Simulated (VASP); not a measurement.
# SnO2 (P4_2/mnm) in VASP: notebook, part 2 of 2

VASP 6.6.1. Earlier steps stand in the parts before.

## (5) Relaxation of cell and atoms, PBEsol, target pressure 10 GPa, at which the enthalpy is minimised

This run uses another cell than the first one, of 11.92 Å³/atom.

INCAR reads:

```
PREC = Accurate
ENCUT = 600
EDIFF = 1E-6
ISMEAR = -1
SIGMA = 0.05
LREAL = F
LASPH = T
NELM = 80
ALGO = Normal
ISIF = 3
LWAVE = F
LCHARG = F
GGA = PS
IBRION = 2
NSW = 60
EDIFFG = -0.01
PSTRESS = 100.0
```

KPOINTS reads:

```
regular mesh
0
Gamma
  6 6 8
```

POSCAR reads:

```
SnO2
1.0
    4.7380000000      0.0000000000      0.0000000000
    0.0000000000      4.7380000000      0.0000000000
    0.0000000000      0.0000000000      3.1865000000
Sn O
2 4
Direct
    0.5000000000      0.5000000000      0.5000000000
    0.0000000000      0.0000000000      0.0000000000
    0.8071000000      0.1929000000      0.5000000000
    0.6929000000      0.6929000000      0.0000000000
    0.1929000000      0.8071000000      0.5000000000
    0.3071000000      0.3071000000      0.0000000000
```

Potentials or basis: VASP PAW PBE potentials, release 64 (Sn_d, O).

The run is started by

```bash
cat potpaw_PBE.64/Sn_d/POTCAR potpaw_PBE.64/O/POTCAR > POTCAR
mpirun -np 1 vasp_std > vasp.out
```

OUTCAR:

```text
PREC = Accurate
   ENCUT = 600
   EDIFF = 1E-6
   ISMEAR = -1
   LREAL = F
   LASPH = T
   NELM = 80
   ISIF = 3
   GGA = PS
   IBRION = 2
   NSW = 60
   EDIFFG = -0.01
   PSTRESS = 100.0

 ion  position               nearest neighbor table
   1  0.500  0.500  0.500-   4 2.05   6 2.05   4 2.05   6 2.05   5 2.06   3 2.06   2 3.71   2 3.71
                             2 3.71   2 3.71   2 3.71   2 3.71   2 3.71   2 3.71
   2  0.000  0.000  0.000-   3 2.05   5 2.05   3 2.05   5 2.05   4 2.06   6 2.06   1 3.71   1 3.71
                             1 3.71   1 3.71   1 3.71   1 3.71   1 3.71   1 3.71
   3  0.807  0.193  0.500-   2 2.05   2 2.05   1 2.06
   4  0.693  0.693  0.000-   1 2.05   1 2.05   2 2.06
   5  0.193  0.807  0.500-   2 2.05   2 2.05   1 2.06
   6  0.307  0.307  0.000-   1 2.05   1 2.05   2 2.06

[... 535 lines left out ...]
  ext. energy  EPLUGINS =         0.00000000
  ---------------------------------------------------
  free energy    TOTEN  =       -39.57495330 eV

  energy without entropy =      -39.57495329  energy(sigma->0) =      -39.57495329

 E-fermi :   7.0124     XC(G=0): -11.6731

 val. band max:        6.3076640865   @ k =   0.0000   0.0000   0.0000
 cond. band min:       7.6984677437   @ k =   0.0000   0.0000   0.0000
 fundamental gap:      1.3908036572
 Fermi energy:         7.0123715505

 k-point     1 :       0.0000    0.0000    0.0000
  band No.  band energies     occupation
      1     -14.7724      2.00000
      2     -13.8962      2.00000
      3     -13.6038      2.00000
      4     -13.5782      2.00000
      5     -13.5782      2.00000
      6     -13.5503      2.00000
[... 805 lines left out ...]
     30      15.0300      0.00000
     31      15.9463      0.00000

 [... further k-points ...]

------------------------ aborting loop because EDIFF is reached ----------------------------------------

  FORCE on cell =-STRESS in cart. coord.  units (eV):
  Direction    XX          YY          ZZ          XY          YZ          ZX
  --------------------------------------------------------------------------------------
  -------------------------------------------------------------------------------------
  Total        4.3403991      4.3403991      4.3505763      0.0000000      0.0000000      0.0000000
  in kB       99.5780765     99.5780765     99.8115642      0.0000000      0.0000000      0.0000000
  external PRESSURE =      -0.3440943 kB  Pullay stress =     100.0000000 kB
[... 25 lines left out ...]
  energy  without entropy=      -39.5749532858  energy(sigma->0) =      -39.57495329

  enthalpy is  TOTEN    =       -35.2161634897 eV   P V=        4.3587898079

 reached required accuracy - stopping structural energy minimisation
```

OSZICAR:

```text
N       E                     dE             d eps       ncg     rms          rms(c)
DAV:   1     0.691308085552E+03    0.69131E+03   -0.28511E+04  3332   0.285E+03
DAV:   2     0.614674510910E+02   -0.62984E+03   -0.60598E+03  3494   0.736E+02
DAV:   3    -0.396108737768E+02   -0.10108E+03   -0.99320E+02  3513   0.237E+02
[... 73 lines left out ...]
DAV:   1    -0.395752356480E+02   -0.39463E-02   -0.89815E-03  4033   0.143E+00    0.114E-01
DAV:   2    -0.395750121797E+02    0.22347E-03   -0.70210E-04  4355   0.322E-01    0.441E-02
DAV:   3    -0.395749605426E+02    0.51637E-04   -0.11258E-04  4600   0.235E-01    0.128E-02
DAV:   4    -0.395749537718E+02    0.67708E-05   -0.20732E-05  4753   0.942E-02    0.358E-03
DAV:   5    -0.395749532976E+02    0.47419E-06   -0.65426E-06  3289   0.230E-02
   9 F= -.35216163E+02 E0= -.35216163E+02  d E =-.205860E-04
```

It took 4.8 min on 1 thread of Intel Xeon 6975P-C (Granite Rapids), shared host; peak memory 0.27 GiB.

What came out:

| Quantity | Value |
| --- | --- |
| Free energy | -39.5750 eV |
| Relaxed volume | 11.64 Å³/atom |
| Relaxed cell | a = 4.680 Å, b = 4.680 Å, c = 3.189 Å, α = 90.00°, β = 90.00°, γ = 90.00° |
| Space group after relaxing (to 0.1 Å) | P4_2/mnm (No. 136) |
| Energy change on relaxing (the run minimises the enthalpy) | +11.8 meV/atom |
| Ionic steps | 9 |
| Pressure after relaxing | 10.0 GPa |
| Largest force after relaxing | 0.004 eV/Å |
| Band gap on the k mesh | 1.39 eV |

Forces in eV/Å, atoms in the order of the input:
```
Sn   0.000  0.000  0.000
Sn   0.000  0.000  0.000
O   -0.003  0.003  0.000
O    0.003  0.003  0.000
O    0.003 -0.003  0.000
O   -0.003 -0.003  0.000
```

The path:
```tsv
step	energy change (eV)	largest force (eV/Å)	pressure (GPa)	volume (Å³)
1	0.0000	0.2277	5.24	71.53
2	0.2350	0.0921	17.45	67.92
3	0.0771	0.1803	10.61	69.82
4	0.0713	0.1062	9.89	69.84
5	0.0710	0.0325	10.05	69.83
6	0.0689	0.0110	9.91	69.86
7	0.0680	0.0010	9.84	69.88
8	0.0742	0.0110	10.20	69.78
9	0.0705	0.0039	9.97	69.84
```

Final structure:
```cif
data_structure
_symmetry_space_group_name_H-M 'P 1'
_symmetry_Int_Tables_number 1
_cell_length_a 4.6798
_cell_length_b 4.6798
_cell_length_c 3.1888
_cell_angle_alpha 90.000
_cell_angle_beta 90.000
_cell_angle_gamma 90.000
_cell_volume 69.84
loop_
_atom_site_label
_atom_site_type_symbol
_atom_site_fract_x
_atom_site_fract_y
_atom_site_fract_z
_atom_site_occupancy
Sn1 Sn 0.50000 0.50000 0.50000 1
Sn2 Sn 0.00000 0.00000 0.00000 1
O1 O 0.80563 0.19437 0.50000 1
O2 O 0.69437 0.69437 0.00000 1
O3 O 0.19437 0.80563 0.50000 1
O4 O 0.30563 0.30563 0.00000 1
```

Caveat: the cell is relaxed towards a set pressure, so the run minimises the enthalpy, not the energy; the PAW data sets were made with another functional, which shifts forces and pressure a little; spin-orbit coupling is left out, which moves the levels of the heavy elements.

## (6) Single point, PBE, non-collinear spin, zero start, spin-orbit coupling

This run uses another cell than the first one, of 11.45 Å³/atom.

INCAR reads:

```
SYSTEM = SnO2
PREC = Accurate
ENCUT = 520
EDIFF = 1E-7
ISMEAR = -1
SIGMA = 0.05
LREAL = .FALSE.
LASPH = .TRUE.
NELM = 150
ALGO = Normal
ISIF = 2
LWAVE = .FALSE.
LCHARG = .FALSE.
MAGMOM = 0 0 0 0 0 0 0 0 0 0 0 0 0 0 0 0 0 0
LORBIT = 11
LSORBIT = .TRUE.
GGA_COMPAT = .FALSE.
LORBMOM = .TRUE.
GGA = PE
NBANDS = 68
```

KPOINTS reads:

```
regular mesh
0
G
  6 6 8
  0 0 0
```

Changes to POSCAR since step 5:

```diff
@@ -2,5 +2,5 @@
 1.0
-    4.7380000000      0.0000000000      0.0000000000
-    0.0000000000      4.7380000000      0.0000000000
-    0.0000000000      0.0000000000      3.1865000000
+    4.6739651233      0.0000000000      0.0000000000
+    0.0000000000      4.6739651233      0.0000000000
+    0.0000000000      0.0000000000      3.1434339099
 Sn O
```

Potentials or basis: VASP PAW PBE potentials, release 64 (Sn_d, O).

The run is started by

```bash
cat potpaw_PBE.64/Sn_d/POTCAR potpaw_PBE.64/O/POTCAR > POTCAR
mpirun -np 1 vasp_ncl > vasp.out
```

OUTCAR:

```text
SYSTEM = SnO2
   PREC = Accurate
   ENCUT = 520
   EDIFF = 1E-7
   ISMEAR = -1
   LREAL = .FALSE.
   LASPH = .TRUE.
   NELM = 150
   ISIF = 2
   LORBIT = 11
   LSORBIT = .TRUE.
   GGA = PE

 ion  position               nearest neighbor table
   1  0.500  0.500  0.500-   4 2.02   6 2.02   4 2.02   6 2.02   5 2.03   3 2.03   2 3.66   2 3.66
                             2 3.66   2 3.66   2 3.66   2 3.66   2 3.66   2 3.66
   2  0.000  0.000  0.000-   3 2.02   5 2.02   3 2.02   5 2.02   4 2.03   6 2.03   1 3.66   1 3.66
                             1 3.66   1 3.66   1 3.66   1 3.66   1 3.66   1 3.66
   3  0.807  0.193  0.500-   2 2.02   2 2.02   1 2.03
   4  0.693  0.693  0.000-   1 2.02   1 2.02   2 2.03
   5  0.193  0.807  0.500-   2 2.02   2 2.02   1 2.03
   6  0.307  0.307  0.000-   1 2.02   1 2.02   2 2.03

  LATTYP: Found a simple tetragonal cell.
 ALAT       =     4.6739651233
 C/A-ratio  =     0.6725411566

  Lattice vectors:

 A1 = (   4.6739651233,   0.0000000000,   0.0000000000)
 A2 = (   0.0000000000,   4.6739651233,   0.0000000000)
 A3 = (   0.0000000000,   0.0000000000,   3.1434339099)

Analysis of symmetry for initial positions (statically):
=====================================================================
 Subroutine PRICEL returns:
 Original cell was already a primitive cell.

 Routine SETGRP: Setting up the symmetry group for a
 simple tetragonal supercell.

 Subroutine GETGRP returns: Found 16 space group operations
 (whereof  8 operations were pure point group operations)
 out of a pool of 16 trial point group operations.

The static configuration has the point symmetry D_2h.
 The point group associated with its full space group is D_4h.

Analysis of symmetry for dynamics (positions and initial velocities):
=====================================================================
 Subroutine PRICEL returns:
 Original cell was already a primitive cell.

 Routine SETGRP: Setting up the symmetry group for a
 simple tetragonal supercell.

 Subroutine GETGRP returns: Found 16 space group operations
 (whereof  8 operations were pure point group operations)
 out of a pool of 16 trial point group operations.

The dynamic configuration has the point symmetry D_2h.
 The point group associated with its full space group is D_4h.

Analysis of structural, dynamic, and magnetic symmetry:
=====================================================================
 Subroutine PRICEL returns:
 Original cell was already a primitive cell.

 Routine SETGRP: Setting up the symmetry group for a
 simple tetragonal supercell.

 Subroutine GETGRP returns: Found 16 space group operations
 (whereof  8 operations were pure point group operations)
 out of a pool of 16 trial point group operations.

The overall configuration has the point symmetry D_2h.
 The point group associated with its full space group is D_4h.

 Subroutine INISYM returns: Found 16 space group operations
 (whereof  8 operations are pure point group operations),
 and found     1 'primitive' translations

----------------------------------------------------------------------------------------

                                     Primitive cell

  volume of cell :      68.6713

[... 1784 lines left out ...]
     0.000000000  4.673965123  0.000000000     0.000000000  0.213951104  0.000000000
     0.000000000  0.000000000  3.143433910     0.000000000  0.000000000  0.318123437

 POSITION                                       TOTAL-FORCE (eV/Angst)
 -----------------------------------------------------------------------------------
      2.33698      2.33698      1.57172         0.000000      0.000000     -0.000000
      0.00000      0.00000      0.00000         0.000000      0.000000     -0.000000
      3.77236      0.90161      1.57172        -0.336538      0.336538      0.000000
      3.23859      3.23859      0.00000         0.336538      0.336538     -0.000000
      0.90161      3.77236      1.57172         0.336538     -0.336538     -0.000000
      1.43537      1.43537      0.00000        -0.336538     -0.336538      0.000000
 -----------------------------------------------------------------------------------
    total drift:                               -0.000000      0.000000      0.000000

  FREE ENERGIE OF THE ION-ELECTRON SYSTEM (eV)
  ---------------------------------------------------
  free  energy   TOTEN  =       -36.9277819298 eV

  energy  without entropy=      -36.9277819295  energy(sigma->0) =      -36.92778193

 orbital moment (x)

 # of ion     p       d       tot
 ----------------------------------------
  1         0.000   0.000   0.000
  2         0.000   0.000   0.000
  3         0.000   0.000   0.000
  4         0.000   0.000   0.000
  5         0.000   0.000   0.000
  6         0.000   0.000   0.000
 ----------------------------------------
            0.000   0.000   0.000

 orbital moment (y)

 # of ion     p       d       tot
 ----------------------------------------
  1         0.000   0.000   0.000
  2         0.000   0.000   0.000
  3         0.000   0.000   0.000
  4        -0.000   0.000  -0.000
  5         0.000   0.000   0.000
  6        -0.000   0.000  -0.000
 ----------------------------------------
           -0.000   0.000  -0.000

 orbital moment (z)

 # of ion     p       d       tot
 ----------------------------------------
  1         0.000   0.000   0.000
  2         0.000  -0.000   0.000
  3         0.000   0.000   0.000
  4        -0.000   0.000  -0.000
  5         0.000   0.000   0.000
  6         0.000   0.000   0.000
 ----------------------------------------
            0.000  -0.000   0.000

 Spin-Orbit-Coupling matrix elements

 Ion:    1  E_soc:     -0.0741536
 l=   1
     0.0000000    -0.0067020    -0.0066023
    -0.0067020     0.0000000    -0.0067020
    -0.0066023    -0.0067020     0.0000000
 l=   2
     0.0000000    -0.0011121     0.0000000    -0.0011121    -0.0045773
    -0.0011121     0.0000000    -0.0034156    -0.0011273    -0.0011553
     0.0000000    -0.0034156     0.0000000    -0.0034156     0.0000000
    -0.0011121    -0.0011273    -0.0034156     0.0000000    -0.0011553
    -0.0045773    -0.0011553     0.0000000    -0.0011553     0.0000000
 l=   3
     0.0000000     0.0000000     0.0000000     0.0000000     0.0000000     0.0000000     0.0000000
     0.0000000     0.0000000     0.0000000     0.0000000     0.0000000     0.0000000     0.0000000
     0.0000000     0.0000000     0.0000000     0.0000000     0.0000000     0.0000000     0.0000000
     0.0000000     0.0000000     0.0000000     0.0000000     0.0000000     0.0000000     0.0000000
[... 89 lines left out ...]
 l=   2
     0.0000000     0.0000000     0.0000000     0.0000000     0.0000000
     0.0000000     0.0000000     0.0000000     0.0000000     0.0000000
     0.0000000     0.0000000     0.0000000     0.0000000     0.0000000
     0.0000000     0.0000000     0.0000000     0.0000000     0.0000000
     0.0000000     0.0000000     0.0000000     0.0000000     0.0000000
 l=   3
     0.0000000     0.0000000     0.0000000     0.0000000     0.0000000     0.0000000     0.0000000
     0.0000000     0.0000000     0.0000000     0.0000000     0.0000000     0.0000000     0.0000000
     0.0000000     0.0000000     0.0000000     0.0000000     0.0000000     0.0000000     0.0000000
     0.0000000     0.0000000     0.0000000     0.0000000     0.0000000     0.0000000     0.0000000
     0.0000000     0.0000000     0.0000000     0.0000000     0.0000000     0.0000000     0.0000000
     0.0000000     0.0000000     0.0000000     0.0000000     0.0000000     0.0000000     0.0000000
     0.0000000     0.0000000     0.0000000     0.0000000     0.0000000     0.0000000     0.0000000

 total charge

# of ion       s       p       d       tot
------------------------------------------
    1        0.884   1.165  10.440  12.488
    2        0.884   1.165  10.440  12.488
    3        1.561   3.551   0.000   5.112
    4        1.561   3.551   0.000   5.112
    5        1.561   3.551   0.000   5.112
    6        1.561   3.551   0.000   5.112
--------------------------------------------------
tot          8.012  16.533  20.879  45.425

 magnetization (x)

# of ion       s       p       d       tot
------------------------------------------
    1        0.000   0.000   0.000   0.000
    2        0.000   0.000   0.000   0.000
    3        0.000   0.000   0.000   0.000
    4        0.000   0.000   0.000   0.000
    5        0.000   0.000   0.000   0.000
    6        0.000   0.000   0.000   0.000
--------------------------------------------------
tot          0.000   0.000   0.000   0.000

 magnetization (y)

# of ion       s       p       d       tot
------------------------------------------
    1        0.000   0.000   0.000   0.000
    2        0.000   0.000   0.000   0.000
    3        0.000   0.000   0.000   0.000
    4        0.000   0.000   0.000   0.000
    5        0.000   0.000   0.000   0.000
    6        0.000   0.000   0.000   0.000
--------------------------------------------------
tot          0.000   0.000   0.000   0.000

 magnetization (z)

# of ion       s       p       d       tot
------------------------------------------
    1        0.000   0.000   0.000   0.000
    2        0.000   0.000  -0.000   0.000
    3        0.000   0.000   0.000   0.000
    4        0.000   0.000   0.000   0.000
    5        0.000   0.000   0.000   0.000
    6        0.000   0.000   0.000   0.000
--------------------------------------------------
tot          0.000   0.000  -0.000   0.000
```

Run time: 8.1 min. Hardware: 1 thread of Oxide Virtual Turin-like, shared host; peak memory 0.46 GiB.

Results:

```
Free energy                                           : -36.9278 eV
Pressure                                              : 22.3 GPa
Largest force                                         : 0.476 eV/Å
Net moment                                            : 0.00 μB per cell
Valence electrons inside the program's atomic spheres : Sn 12.49; O 5.11
```

Forces in eV/Å, atoms in the order of the input:
```
Sn   0.000  0.000  0.000
Sn   0.000  0.000  0.000
O   -0.337  0.337  0.000
O    0.337  0.337  0.000
O    0.337 -0.337  0.000
O   -0.337 -0.337  0.000
```

Moments on the atoms (μB; x, y, z):
```
Sn  0.00 0.00 0.00
Sn  0.00 0.00 0.00
O   0.00 0.00 0.00
O   0.00 0.00 0.00
O   0.00 0.00 0.00
O   0.00 0.00 0.00
```

Caveat: the cell stands under pressure.

## (7) Overview

| task | level | spin | cell | cutoff (eV) | gap on the mesh (eV) | pressure (GPa) | largest force (eV/Å) |
| --- | --- | --- | --- | --- | --- | --- | --- |
| single point | PBEsol | off | a = 4.749, b = 4.749, c = 3.206 Å, 6 atoms | 520 | 1.02 | 2.6 | 0.01 |
| single point | PBEsol | off | a = 4.769, b = 4.769, c = 3.212 Å, 6 atoms | 520 | 0.91 | 0.7 | 0.02 |
| relaxation of cell and atoms | PBEsol | off | relaxed to 5 GPa from a = 4.738, b = 4.738, c = 3.187 Å, 6 atoms | 600 | 1.15 | 5.0 | - |
| relaxation of cell and atoms | PBEsol | off | relaxed to 10 GPa from a = 4.738, b = 4.738, c = 3.187 Å, 6 atoms | 600 | 1.39 | 10.0 | - |
| single point | PBE | non-collinear, zero start, SOC | a = 4.674, b = 4.674, c = 3.143 Å, 6 atoms | 520 | - | 22.3 | 0.48 |

Alike in all rows: potentials or basis VASP PAW PBE potentials, release 64 (Sn_d, O); k mesh 6 × 6 × 8; smearing fermi-dirac 0.05 eV.

Caveats: the PAW data sets were made with another functional, which shifts forces and pressure a little (at least some runs); spin-orbit coupling is left out, which moves the levels of the heavy elements (at least some runs); the cell is relaxed towards a set pressure, so the run minimises the enthalpy, not the energy (at least some runs); the cell stands under pressure (at least some runs).

Total energies depend on the potentials used, so only differences within one code and one set of settings carry meaning.
